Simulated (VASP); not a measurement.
Input of a VASP 6.6.1 run:

File INCAR:

```
PREC = Accurate ; ENCUT = 750
EDIFF = 1E-6 ; ISMEAR = 1
SIGMA = 0.2 ; LREAL = False
LASPH = True ; NELM = 120
ALGO = Normal ; ISIF = 2
LWAVE = False ; LCHARG = False
GGA = PE ; NBANDS = 13
GGA_COMPAT = False
```

KPOINTS

```
regular mesh
0
Gamma
  6 6 6
```

POSCAR

```
Li2S
1.0
    0.0000000000      2.8452943747      2.8452943747
    2.8452943747      0.0000000000      2.8452943747
    2.8452943747      2.8452943747      0.0000000000
Li S
2 1
Direct
    0.2500000000      0.2500000000      0.2500000000
    0.7500000000      0.7500000000      0.7500000000
    0.0000000000      0.0000000000      0.0000000000
```

Potentials or basis: VASP PAW PBE potentials, release 64 (Li_sv, S).

The run is started by

```bash
$ cat potpaw_PBE.64/Li_sv/POTCAR potpaw_PBE.64/S/POTCAR > POTCAR
$ mpirun -np 1 vasp_std > vasp.out
```

Problem. What does it give for the pressure?

Solution. 0.2 GPa.

Problem. What does it give for the band gap on the k mesh?

Solution. 3.39 eV (least direct gap 4.29 eV).

A k mesh can miss the band edges. As with any semilocal functional, this PBE gap is likely too small.
